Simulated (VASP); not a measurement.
# SnO in VASP: single point with PBE

Aim: the single point of SnO with PBE.

Everything below comes from runs of VASP 6.6.1. Logs are shortened: lines on timing, memory, paths and dates and some standing lists are left out, and cuts for length are marked.

## Step 1: The cell of the first run

The cell holds a slab with vacuum, 4 atoms: a = 3.871 Å, b = 3.871 Å, c = 15.328 Å, α = 90.00°, β = 90.00°, γ = 90.00°.

## Step 2: Single point, PBE

Input file INCAR:

```
SYSTEM = SnO
PREC = Accurate ; ENCUT = 520
EDIFF = 1E-6 ; ISMEAR = 0
SIGMA = 0.05 ; LREAL = .False.
LASPH = .True. ; NELM = 80
ALGO = Normal ; ISIF = 2
LWAVE = .False. ; LCHARG = .True.
GGA = PE ; LELF = .True.
LVHAR = .True. ; NBANDS = 28
```

Input file KPOINTS:

```
Automatic mesh
0
Gamma
  18 18 1
  0 0 0
```

Input file POSCAR:

```
SnO
1.0
    3.8712032000      0.0000000000      0.0000000000
    0.0000000000      3.8712032000      0.0000000000
    0.0000000000      0.0000000000     15.3277038400
Sn O
2 2
Direct
    0.5000000000      0.0000000000      0.5759312600
    0.0000000000      0.5000000000      0.4240687400
    0.5000000000      0.5000000000      0.5000000000
    0.0000000000      0.0000000000      0.5000000000
```

Potentials or basis: VASP PAW PBE potentials, release 64 (Sn_d, O).

The run is started by

```console
> cat potpaw_PBE.64/Sn_d/POTCAR potpaw_PBE.64/O/POTCAR > POTCAR
> mpirun -np 1 vasp_std > vasp.out
```

OUTCAR:

```text
SYSTEM = SnO
   PREC = Accurate
   ENCUT = 520
   EDIFF = 1E-6
   ISMEAR = 0
   LREAL = .False.
   LASPH = .True.
   NELM = 80
   ISIF = 2
   GGA = PE

 ion  position               nearest neighbor table
   1  0.500  0.000  0.576-   3 2.26   4 2.26   3 2.26   4 2.26   2 3.59   2 3.59   2 3.59   2 3.59

   2  0.000  0.500  0.424-   3 2.26   4 2.26   4 2.26   3 2.26   1 3.59   1 3.59   1 3.59   1 3.59

   3  0.500  0.500  0.500-   1 2.26   2 2.26   1 2.26   2 2.26
   4  0.000  0.000  0.500-   1 2.26   2 2.26   2 2.26   1 2.26

  LATTYP: Found a simple tetragonal cell.
 ALAT       =     3.8712032000
 C/A-ratio  =     3.9594159873

  Lattice vectors:

 A1 = (   3.8712032000,   0.0000000000,   0.0000000000)
 A2 = (   0.0000000000,   3.8712032000,   0.0000000000)
 A3 = (   0.0000000000,   0.0000000000,  15.3277038400)

Analysis of symmetry for initial positions (statically):
=====================================================================
 Subroutine PRICEL returns:
 Original cell was already a primitive cell.

 Routine SETGRP: Setting up the symmetry group for a
 simple tetragonal supercell.

 Subroutine GETGRP returns: Found 16 space group operations
 (whereof  8 operations were pure point group operations)
 out of a pool of 16 trial point group operations.

The static configuration has the point symmetry D_2d.
 The point group associated with its full space group is D_4h.

Analysis of symmetry for dynamics (positions and initial velocities):
=====================================================================
 Subroutine PRICEL returns:
 Original cell was already a primitive cell.

 Routine SETGRP: Setting up the symmetry group for a
 simple tetragonal supercell.

 Subroutine GETGRP returns: Found 16 space group operations
 (whereof  8 operations were pure point group operations)
 out of a pool of 16 trial point group operations.

The dynamic configuration has the point symmetry D_2d.
 The point group associated with its full space group is D_4h.

 Subroutine INISYM returns: Found 16 space group operations
 (whereof  8 operations are pure point group operations),
 and found     1 'primitive' translations

----------------------------------------------------------------------------------------

                                     Primitive cell

  volume of cell :     229.7043

  direct lattice vectors                    reciprocal lattice vectors
     3.871203200  0.000000000  0.000000000     0.258317621  0.000000000  0.000000000
     0.000000000  3.871203200  0.000000000     0.000000000  0.258317621  0.000000000
     0.000000000  0.000000000 15.327703840     0.000000000  0.000000000  0.065241344

  length of vectors
     3.871203200  3.871203200 15.327703840     0.258317621  0.258317621  0.065241344

  position of ions in fractional coordinates (direct lattice)
     0.500000000  0.000000000  0.575931260
     0.000000000  0.500000000  0.424068740
     0.500000000  0.500000000  0.500000000
     0.000000000  0.000000000  0.500000000

  ion indices of the primitive-cell ions
   primitive index   ion index
                 1           1
                 2           2
                 3           3
                 4           4

----------------------------------------------------------------------------------------

 KPOINTS: Automatic mesh

Automatic generation of k-mesh.
 Grid dimensions read from file:
 generate k-points for:   18   18    1

 Generating k-lattice:

  Cartesian coordinates                     Fractional coordinates (reciprocal lattice)
     0.014350979  0.000000000  0.000000000     0.055555556  0.000000000  0.000000000
     0.000000000  0.014350979  0.000000000     0.000000000  0.055555556  0.000000000
     0.000000000  0.000000000  0.065241344     0.000000000  0.000000000  1.000000000

  Length of vectors
     0.014350979  0.014350979  0.065241344

  Shift w.r.t. Gamma in fractional coordinates (k-lattice)
     0.000000000  0.000000000  0.000000000

 Subroutine IBZKPT returns following result:
 ===========================================

 Found     55 irreducible k-points:

 Following reciprocal coordinates:
            Coordinates               Weight
  0.000000  0.000000  0.000000      1.000000
  0.055556  0.000000  0.000000      4.000000
  0.111111  0.000000  0.000000      4.000000
  0.166667  0.000000  0.000000      4.000000
  0.222222  0.000000  0.000000      4.000000
  0.277778  0.000000  0.000000      4.000000
[... 16 lines left out ...]
  0.277778  0.111111  0.000000      8.000000
  0.333333  0.111111  0.000000      8.000000
 [... further k-points ...]
   k-points           NKPTS =     55   k-points in BZ     NKDIM =     55   number of bands    NBANDS=     28
   number of dos      NEDOS =    301   number of ions     NIONS =      4
   total plane-waves  NPLWV = 108000
   dimension x,y,z NGX =    30 NGY =   30 NGZ =  120
   dimension x,y,z NGXF=    60 NGYF=   60 NGZF=  240
   ions per type =               2   2
   NGX,Y,Z   is equivalent  to a cutoff of  12.88, 12.88, 13.02 a.u.
   NGXF,Y,Z  is equivalent  to a cutoff of  25.77, 25.77, 26.03 a.u.
 SYSTEM =  SnO
   PREC   = accura    normal or accurate (medium, high low for compatibility)
   ISTART =      0    job   : 0-new  1-cont  2-samecut
   ICHARG =      2    charge: 1-file 2-atom 10-const
   ISPIN  =      1    spin polarized calculation?
   LNONCOLLINEAR =      F non collinear calculations
   LSORBIT =      F    spin-orbit coupling
   LASPH  =      T    aspherical Exc in radial PAW
   ENCUT  =  520.0 eV  38.22 Ry    6.18 a.u.   7.20  7.20 28.50*2*pi/ulx,y,z
   NELM   =     80;   NELMIN=  2; NELMDL= -5     # of ELM steps
   EDIFF  = 0.1E-05   stopping-criterion for ELM
   LREAL  =      F    real-space projection
   EDIFFG = 0.1E-04   stopping-criterion for IOM
   NSW    =      0    number of steps for IOM
   IBRION =     -1    ionic relax: 0-MD 1-quasi-New 2-CG
   NFREE  =      0    steps in history (QN), initial steepest desc. (CG)
   ISIF   =      2    stress and relaxation
   ISYM   =      2    0-nonsym 1-usesym 2-fastsym
   POTIM  = 0.5000    time-step for ionic-motion
   TEBEG  =    0.0;   TEEND  =   0.0 temperature during run
   PSTRESS=    0.0 pullay stress
   NELECT =      40.0000    total number of electrons
   NUPDOWN=      -1.0000    fix difference up-down
   EMIN   =  10.00;   EMAX   =-10.00  energy-range for DOS
   EFERMI =   0.00;   METHOD = LEGACY
   ISMEAR =     0;   SIGMA  =   0.05  broadening in eV -4-tet -1-fermi 0-gaus
   EFERMI_NEDOS =   21; number of points for ismear=-14 and -15
   IALGO  =     38    algorithm
   IMIX   =      4    mixing-type and parameters
     AMIX     =   0.40;   BMIX     =  1.00
     AMIX_MAG =   1.60;   BMIX_MAG =  1.00
  volume/ion in A,a.u.               =      57.43       387.53
  Fermi-wavevector in a.u.,A,eV,Ry     =   0.914194  1.727577 11.371084  0.835751
  Thomas-Fermi vector in A             =   2.038793
   LORBIT       =      0    0 simple, 1 ext, 2 COOP (PROOUT), +10 PAW based schemes
   GGA     = PE    functional components
   LHFCALC =     F    Hartree Fock is set to
   AEXX    =    0.0000 exact exchange contribution
   IVDW    =     0    specifies the selected vdW correction
   LEPSILON=     F    determine dielectric tensor
   LRPA    =     F    only Hartree local field effects (RPA)
 non-spin polarized calculation
 Gauss-broadening in eV      SIGMA  =   0.05
  energy-cutoff  :      520.00
  volume of cell :      229.70
 maximum number of plane-waves:      6228
 NGX is ok and might be reduce to    30
   NGX = 15   NGY = 15   NGZ = 57

 number of electron      39.9999998 magnetization

 Free energy of the ion-electron system (eV)
  ---------------------------------------------------
  ext. energy  EPLUGINS =         0.00000000
  ---------------------------------------------------
  free energy    TOTEN  =       -22.58179115 eV

  energy without entropy =      -22.58179115  energy(sigma->0) =      -22.58179115

 E-fermi :  -1.5850     XC(G=0):  -4.0554

 val. band max:       -1.8437968420   @ k =   0.1667   0.1667   0.0000
 cond. band min:       1.0681259881   @ k =   0.0000   0.0000   0.0000
 fundamental gap:      2.9119228300
 Fermi energy:        -1.5849816158

 k-point     1 :       0.0000    0.0000    0.0000
  band No.  band energies     occupation
      1     -22.4632      2.00000
      2     -22.1141      2.00000
      3     -22.0908      2.00000
      4     -22.0908      2.00000
      5     -22.0732      2.00000
      6     -22.0501      2.00000
[... 20 lines left out ...]
     27       5.2271      0.00000
     28       5.4973      0.00000

 k-point     2 :       0.0556    0.0000    0.0000
  band No.  band energies     occupation
      1     -22.4618      2.00000
      2     -22.1134      2.00000
      3     -22.0910      2.00000
      4     -22.0904      2.00000
      5     -22.0740      2.00000
      6     -22.0492      2.00000
[... 20 lines left out ...]
     27       5.2701      0.00000
     28       5.2848      0.00000

 k-point     3 :       0.1111    0.0000    0.0000
  band No.  band energies     occupation
      1     -22.4575      2.00000
      2     -22.1131      2.00000
      3     -22.0916      2.00000
      4     -22.0895      2.00000
      5     -22.0760      2.00000
      6     -22.0576      2.00000
[... 20 lines left out ...]
     27       4.7491      0.00000
     28       5.4426      0.00000

 k-point     4 :       0.1667    0.0000    0.0000
  band No.  band energies     occupation
      1     -22.4507      2.00000
      2     -22.1237      2.00000
      3     -22.0927      2.00000
      4     -22.0879      2.00000
      5     -22.0790      2.00000
      6     -22.0779      2.00000
[... 578 lines left out ...]
     27       4.3076      0.00000
     28       4.9764      0.00000

 k-point    23 :       0.2778    0.1111    0.0000
  band No.  band energies     occupation
      1     -22.4269      2.00000
      2     -22.2131      2.00000
      3     -22.0941      2.00000
      4     -22.0914      2.00000
      5     -22.0830      2.00000
      6     -22.0741      2.00000
[... 20 lines left out ...]
     27       4.5885      0.00000
     28       5.0378      0.00000

 k-point    24 :       0.3333    0.1111    0.0000
  band No.  band energies     occupation
      1     -22.4138      2.00000
      2     -22.2538      2.00000
      3     -22.0951      2.00000
      4     -22.0912      2.00000
      5     -22.0798      2.00000
      6     -22.0726      2.00000
[... 20 lines left out ...]
     27       4.8831      0.00000
     28       5.1090      0.00000

 [... further k-points ...]

------------------------ aborting loop because EDIFF is reached ----------------------------------------

  FORCE on cell =-STRESS in cart. coord.  units (eV):
  Direction    XX          YY          ZZ          XY          YZ          ZX
  --------------------------------------------------------------------------------------
  -------------------------------------------------------------------------------------
  Total       -0.1867511     -0.1867511      0.2765076      0.0000000      0.0000000      0.0000000
  in kB       -1.3025811     -1.3025811      1.9286287      0.0000000      0.0000000      0.0000000
  external PRESSURE =      -0.2255112 kB  Pullay stress =       0.0000000 kB

 VOLUME and BASIS-vectors are now :
 -----------------------------------------------------------------------------
  energy-cutoff  :      520.00
  volume of cell :      229.70
      direct lattice vectors                 reciprocal lattice vectors
     3.871203200  0.000000000  0.000000000     0.258317621  0.000000000  0.000000000
     0.000000000  3.871203200  0.000000000     0.000000000  0.258317621  0.000000000
     0.000000000  0.000000000 15.327703840     0.000000000  0.000000000  0.065241344

 POSITION                                       TOTAL-FORCE (eV/Angst)
 -----------------------------------------------------------------------------------
      1.93560      0.00000      8.82770         0.000000     -0.000000      0.148209
      0.00000      1.93560      6.50000         0.000000     -0.000000     -0.148209
      1.93560      1.93560      7.66385         0.000000      0.000000      0.000000
      0.00000      0.00000      7.66385        -0.000000     -0.000000      0.000000
 -----------------------------------------------------------------------------------
    total drift:                                0.000000      0.000000      0.000000

  FREE ENERGIE OF THE ION-ELECTRON SYSTEM (eV)
  ---------------------------------------------------
  free  energy   TOTEN  =       -22.5817911480 eV

  energy  without entropy=      -22.5817911480  energy(sigma->0) =      -22.58179115
```

It took 6.1 min on 1 thread of Intel Xeon Platinum 8375C at 2.90GHz (Ice Lake), shared host; peak memory 0.5 GiB.

Results:

- Free energy: -22.5818 eV
- Largest force: 0.148 eV/Å
- Band gap on the k mesh: 2.91 eV (least direct gap 2.94 eV)

Forces in eV/Å, atoms in the order of the input:
```
Sn   0.000  0.000  0.148
Sn   0.000  0.000 -0.148
O    0.000  0.000  0.000
O    0.000  0.000  0.000
```

Levels at points of the mesh, in eV from the valence-band top:
```csv
k point,band 16,band 17,band 18,band 19,band 20,band 21,band 22,band 23,band 24,band 25
"(0.00, 0.00, 0.00)",-3.73,-2.08,-1.79,-1.79,-0.03,2.91,2.91,5.12,5.49,5.51
"(0.50, 0.00, 0.00)",-3.67,-3.35,-3.35,-0.53,-0.53,3.23,3.23,5.56,5.56,7.08
"(0.50, 0.50, 0.00)",-3.79,-1.14,-1.14,-0.72,-0.72,3.08,3.08,5.20,5.20,6.55
```

Caveat: spin-orbit coupling is left out, which moves the levels of the heavy elements.
